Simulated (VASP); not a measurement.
# SrTa (P4/mmm) in VASP: further runs, part 2 of 2

VASP 6.6.1. Earlier steps stand in the parts before.

### Step 3. Single point, PBE

This run uses another cell than the first one, of 25.56 Å³/atom.

INCAR reads:

```
SYSTEM = SrTa
PREC = Accurate
ENCUT = 520
EDIFF = 1E-6
ISMEAR = 0
SIGMA = 0.1
LREAL = .False.
LASPH = .True.
NELM = 60
ALGO = Fast
ISIF = 2
LWAVE = .False.
LCHARG = .True.
GGA = PE
LELF = .True.
LVHAR = .True.
NBANDS = 18
```

KPOINTS reads:

```
Automatic mesh
0
Gamma
  16 16 12
  0 0 0
```

POSCAR reads:

```
SrTa
1.0
    3.0122024635      0.0000000000      0.0000000000
    0.0000000000      3.0122024635      0.0000000000
    0.0000000000      0.0000000000      5.6351336023
Sr Ta
1 1
Direct
    0.5000000000      0.5000000000      0.5000000000
    0.0000000000      0.0000000000      0.0000000000
```

Potentials or basis: VASP PAW PBE potentials, release 64 (Sr_sv, Ta_pv).

Launch:

```
$ cat potpaw_PBE.64/Sr_sv/POTCAR potpaw_PBE.64/Ta_pv/POTCAR > POTCAR
$ mpirun -np 1 vasp_std > vasp.out
```

Run time: 4.7 min. Hardware: 1 thread of Oxide Virtual Turin-like, shared host; peak memory 0.37 GiB.

It converged, with:

```
Free energy            : -11.0951 eV
Pressure               : 0.2 GPa
Band gap on the k mesh : zero (an odd number of electrons rules out a gap without spin polarisation)
```

Levels at points of the mesh, in eV from the Fermi level:
```
           k point  band 9  band 10  band 11  band 12  band 13  band 14
(0.00, 0.00, 0.00)   -2.11    -1.53     1.26     1.40     2.01     2.64
(0.50, 0.00, 0.00)   -0.91    -0.44    -0.08     0.19     2.03     2.14
(0.50, 0.50, 0.00)   -2.10    -1.09    -1.09     3.71     4.40     4.40
(0.00, 0.00, 0.50)   -2.41    -1.44    -0.12     1.17     1.54     2.94
(0.50, 0.00, 0.50)   -1.90    -0.38     0.98     2.06     2.17     2.51
(0.50, 0.50, 0.50)   -1.32    -0.12    -0.12     1.13     1.39     1.39
```

Caveat: spin-orbit coupling is left out, which moves the levels of the heavy elements.

### Step 4. Relaxation of cell and atoms, PBE

INCAR reads:

```
  PREC = Accurate
  ENCUT = 600
  EDIFF = 1E-6
  ISMEAR = 0
  SIGMA = 0.1
  LREAL = F
  LASPH = T
  NELM = 60
  ALGO = Fast
  ISIF = 3
  LWAVE = F
  LCHARG = F
  GGA = PE
  IBRION = 2
  NSW = 100
  EDIFFG = -0.01
```

KPOINTS reads:

```
Automatic mesh
0
Gamma
  16 16 12
```

POSCAR reads:

```
SrTa
1.0
    3.4009937560      0.0000000000      0.0000000000
    0.0000000000      3.4009937560      0.0000000000
    0.0000000000      0.0000000000      4.4577311016
Sr Ta
1 1
Direct
    0.5000000000      0.5000000000      0.5000000000
    0.0000000000      0.0000000000      0.0000000000
```

Potentials or basis: VASP PAW PBE potentials, release 64 (Sr_sv, Ta_pv).

Launch:

```
$ cat potpaw_PBE.64/Sr_sv/POTCAR potpaw_PBE.64/Ta_pv/POTCAR > POTCAR
$ mpirun -np 1 vasp_std > vasp.out
```

OUTCAR:

```text
PREC = Accurate
   ENCUT = 600
   EDIFF = 1E-6
   ISMEAR = 0
   LREAL = F
   LASPH = T
   NELM = 60
   ISIF = 3
   GGA = PE
   IBRION = 2
   NSW = 100
   EDIFFG = -0.01

 ion  position               nearest neighbor table
   1  0.500  0.500  0.500-   2 3.28   2 3.28   2 3.28   2 3.28   2 3.28   2 3.28   2 3.28   2 3.28

   2  0.000  0.000  0.000-   1 3.28   1 3.28   1 3.28   1 3.28   1 3.28   1 3.28   1 3.28   1 3.28

  LATTYP: Found a simple tetragonal cell.
 ALAT       =     3.4009937560
 C/A-ratio  =     1.3107142857

  Lattice vectors:

 A1 = (   3.4009937560,   0.0000000000,   0.0000000000)
 A2 = (   0.0000000000,   3.4009937560,   0.0000000000)
 A3 = (   0.0000000000,   0.0000000000,   4.4577311016)

[... 700 lines left out ...]
[... ionic steps 4 to 9 ...]

--------------------------------------- Ionic step       10  -------------------------------------------

 number of electron      21.0000001 magnetization

------------------------ aborting loop because EDIFF is reached ----------------------------------------
[... 67 lines left out ...]
--------------------------------------- Ionic step       12  -------------------------------------------

 number of electron      21.0000000 magnetization

 Free energy of the ion-electron system (eV)
  ---------------------------------------------------
  ext. energy  EPLUGINS =         0.00000000
  ---------------------------------------------------
  free energy    TOTEN  =       -11.09400816 eV

  energy without entropy =      -11.07797100  energy(sigma->0) =      -11.08598958

 E-fermi :   3.8172     XC(G=0): -10.4606

 val. band max:        3.8164349017   @ k =   0.3750   0.3125   0.3333
 cond. band min:       3.8184371385   @ k =   0.2500   0.1875   0.0833
 fundamental gap:      0.0020022368
 Fermi energy:         3.8171806844

 k-point     1 :       0.0000    0.0000    0.0000
  band No.  band energies     occupation
      1     -31.5228      2.00000
      2     -30.3864      2.00000
      3     -30.1606      2.00000
      4     -30.1606      2.00000
      5     -13.4224      2.00000
      6     -12.6409      2.00000
      7     -12.6409      2.00000
      8      -1.8761      2.00000
      9       1.7091      2.00000
     10       2.2955      2.00000
     11       5.0684      0.00000
     12       5.2225      0.00000
     13       6.4357      0.00000
     14       6.4357      0.00000
[... 420 lines left out ...]
  FREE ENERGIE OF THE ION-ELECTRON SYSTEM (eV)
  ---------------------------------------------------
  free  energy   TOTEN  =       -11.0940081633 eV

  energy  without entropy=      -11.0779709964  energy(sigma->0) =      -11.08598958

 reached required accuracy - stopping structural energy minimisation
```

CONTCAR:

```text
SrTa
   1.00000000000000
     3.0181623141841749   -0.0000000000000000   -0.0000000000000000
    -0.0000000000000000    3.0181623141841749   -0.0000000000000000
     0.0000000000000000   -0.0000000000000000    5.6374541744914461
  Sr              Ta
     1     1
Direct
     0.5000000000000000    0.5000000000000000    0.5000000000000000
     0.0000000000000000    0.0000000000000000    0.0000000000000000

  0.00000000E+00  0.00000000E+00  0.00000000E+00
  0.00000000E+00  0.00000000E+00  0.00000000E+00
```

Run time: 55 min. Hardware: 1 thread of Oxide Virtual Turin-like, shared host; peak memory 0.43 GiB.

Results:

```
Free energy                           : -11.0940 eV
Relaxed volume                        : 25.68 Å³/atom
Relaxed cell                          : a = 3.018 Å, b = 3.018 Å, c = 5.637 Å, α = 90.00°, β = 90.00°, γ = 90.00°
Space group after relaxing (to 0.1 Å) : P4/mmm (No. 123)
Energy gained by relaxing             : 289.4 meV/atom
Ionic steps                           : 12
Pressure after relaxing               : 0.0 GPa
Band gap on the k mesh                : zero (an odd number of electrons rules out a gap without spin polarisation)
```

Step by step:
```csv
step,energy change (eV),largest force (eV/Å),pressure (GPa),volume (Å³)
1,0.0000,0.0000,3.02,51.56
2,-0.2430,0.0000,-1.24,55.12
3,-0.3294,0.0000,-4.99,59.05
4,-0.4941,0.0000,-3.91,56.14
5,-0.5581,0.0000,-2.51,53.74
6,-0.5603,0.0000,-2.16,53.29
7,-0.5601,0.0000,-2.28,53.42
8,-0.5783,0.0000,0.01,51.36
9,-0.5784,0.0000,-0.19,51.52
10,-0.5784,0.0000,-0.21,51.56
11,-0.5788,0.0000,-0.11,51.43
12,-0.5789,0.0000,-0.04,51.35
```

Final structure:
```
Sr Ta
1.0
     3.01816    0.00000    0.00000
     0.00000    3.01816    0.00000
     0.00000    0.00000    5.63745
Sr Ta
1 1
Direct
  0.50000 0.50000 0.50000
  0.00000 0.00000 0.00000
```

Caveat: a cell axis changed by over 15 % at a fixed basis, so the end point is rough; spin-orbit coupling is left out, which moves the levels of the heavy elements.

### Step 5. Overview

| task | cell | k mesh | cutoff (eV) | gap on the mesh (eV) | pressure (GPa) |
| --- | --- | --- | --- | --- | --- |
| single point | a = 3.401, b = 3.401, c = 4.458 Å, 2 atoms | 6 × 6 × 4 | 520 | none | 3.0 |
| single point | a = 3.012, b = 3.012, c = 5.635 Å, 2 atoms | 16 × 16 × 12 | 520 | none | 0.2 |
| relaxation of cell and atoms | relaxed from a = 3.401, b = 3.401, c = 4.458 Å, 2 atoms | 16 × 16 × 12 | 600 | none | 0.0 |

Alike in all rows: level PBE; potentials or basis VASP PAW PBE potentials, release 64 (Sr_sv, Ta_pv); no spin polarisation; smearing gaussian 0.1 eV.

Caveats: spin-orbit coupling is left out, which moves the levels of the heavy elements; the stress differs along the axes, from -1 to 11 GPa (at least some runs); a cell axis changed by over 15 % at a fixed basis, so the end point is rough (at least some runs).

Absolute energies hang on the potentials; compare differences alone.

The gap in the log of VASP goes by the Fermi energy; the results here count the filled bands.